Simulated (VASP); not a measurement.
Wanted: the native input for a VASP 6.6.1 run.

| Property | Result |
| --- | --- |
| Task | single point |
| Functional | r2SCAN |
| Potentials or basis | VASP PAW PBE potentials, release 64 (Mg, O) |
| Cutoff | 520 eV |
| k mesh | 6 × 6 × 6 |
| Occupations | methfessel-paxton, width 0.02 eV |
| Spin | no spin polarisation |
| Dipole correction | no |
| Further INCAR settings | ALGO = Normal; EDIFF = 1e-07; NBANDS = 16 |

Crystal: MgO.

```xyz
4
Lattice="3.4864 0.0000 0.0000 -1.7432 3.0193 0.0000 0.0000 0.0000 4.1780" Properties=species:S:1:pos:R:3 pbc="T T T"
Mg    1.7432    1.0064    3.1335
Mg    0.0000    2.0129    1.0445
O     1.9553    1.2186    0.7445
O     0.0000    2.0129    3.1335
```

This cell differs from its parent crystal: atom 3 (O) moved by (+0.300, -0.300) A along [1 1 0] and z.

These files were run (other wordings do the same):

POSCAR

```
MgO
1.0
    3.4863778627      0.0000000000      0.0000000000
   -1.7431889314      3.0192917963      0.0000000000
    0.0000000000      0.0000000000      4.1780412200
Mg O
2 2
Direct
    0.6666666667      0.3333333333      0.7500000000
    0.3333333333      0.6666666667      0.2500000000
    0.7626420700      0.4035922048      0.1781960172
    0.3333333333      0.6666666667      0.7500000000
```

INCAR.step1

```
ALGO = Normal
EDIFF = 1E-4
ENCUT = 520
GGA = PE
ISMEAR = 1
LASPH = True
LCHARG = False
LREAL = False
LWAVE = True
NBANDS = 16
NELM = 100
PREC = Accurate
SIGMA = 0.02
```

INCAR.step2

```
ALGO = Normal
EDIFF = 1E-7
ENCUT = 520
ISIF = 2
ISMEAR = 1
ISTART = 1
LASPH = True
LCHARG = True
LELF = True
LMIXTAU = True
LREAL = False
LVHAR = True
LWAVE = False
METAGGA = R2SCAN
NBANDS = 16
NELM = 100
PREC = Accurate
SIGMA = 0.02
```

KPOINTS

```
k-points
0
Gamma
  6 6 6
```

Potentials or basis: VASP PAW PBE potentials, release 64 (Mg, O).

Run with:

```bash
$ cat potpaw_PBE.64/Mg/POTCAR potpaw_PBE.64/O/POTCAR > POTCAR
$ cp INCAR.step1 INCAR
$ mpirun -np 1 vasp_std > vasp.out
$ cp INCAR.step2 INCAR
$ mpirun -np 1 vasp_std > vasp.out
```

Results of the run:

```
Pressure               : 9.3 GPa
Largest force          : 6.079 eV/Å
Band gap on the k mesh : 3.83 eV
```

Caveat: the cell differs from its parent crystal (atom 3 (O) moved by (+0.300, -0.300) A along [1 1 0] and z); the cell stands under pressure; the PAW data sets were made with another functional, which shifts forces and pressure a little.

Wall time 2.1 min on 1 thread of Intel(R) Xeon(R) 6975P-C (Granite Rapids), on a shared host, peak memory 0.22 GiB.
